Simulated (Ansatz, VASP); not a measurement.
## One calculation of PF2, two programs

```
P F
1.0
     3.78754    0.00000    0.00000
    -1.89377    3.28011    0.00000
     0.00000    0.00000    2.72340
P F
1 2
Direct
  0.00000 0.00000 0.50000
  0.33333 0.66667 0.50000
  0.66667 0.33333 0.50000
```

Alike in both runs: functional PBE; dispersion D3(BJ); k mesh 12 × 12 × 16; occupations gaussian, width 0.1 eV; no spin polarisation.

Ansatz relaxed the structure, and its values are those at the end. VASP's run is a single point on that final structure, the one shown.

```csv
,VASP,Ansatz
version,VASP 6.6.1,Ansatz 0.2.0
potentials or method,"VASP PAW PBE potentials, release 64 (P, F), cutoff 520 eV","scalar-relativistic, plane waves, PAW"
valence electrons in the cell,19,19
```

```tsv
	VASP	Ansatz	Ansatz less VASP
gap on the k mesh at the Fermi level (eV)	none	none	-
pressure (GPa)	-0.4	0.0	+0.39
```

A gap of «none» marks a metal or a gap that the smearing closes.
